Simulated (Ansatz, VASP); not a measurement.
**Two plane-wave programs on LiBC3**

```
Li B C
1.0
    -1.60576    1.60576    3.91656
     1.60576   -1.60576    3.91656
     1.60576    1.60576   -3.91656
Li B C
1 1 3
Direct
  0.13360 0.13360 0.00000
  0.52040 0.52040 0.00000
  0.88270 0.38270 0.50000
  0.38270 0.88270 0.50000
  0.75150 0.75150 0.00000
```

Alike in both runs: task relaxation of cell and atoms; functional PBE; k mesh 8 × 8 × 8; occupations gaussian, width 0.1 eV; no spin polarisation.

|  | VASP | Ansatz |
| --- | --- | --- |
| version | VASP 6.6.1 | Ansatz 0.2.0 |
| potentials or method | VASP PAW PBE potentials, release 64 (Li_sv, B, C), cutoff 600 eV | scalar-relativistic, plane waves, PAW |
| valence electrons in the cell | 18 | 18 |

|  | VASP | Ansatz | Ansatz less VASP |
| --- | --- | --- | --- |
| gap on the k mesh at the Fermi level, each at its own relaxed structure (eV) | none | none | - |
| relaxed volume (Å³/atom) | 6.52 | 6.54 | +0.015 |
| relaxed cell length with the largest relative difference (Å) | 3.949 | 3.952 | +0.0033 |

A gap of «none» marks a metal or a gap that the smearing closes.

Noted on VASP's run: the cutoff is short for stress, so the pressure is rough; the volume moved by over 15 % at a fixed basis, so the end points are rough.
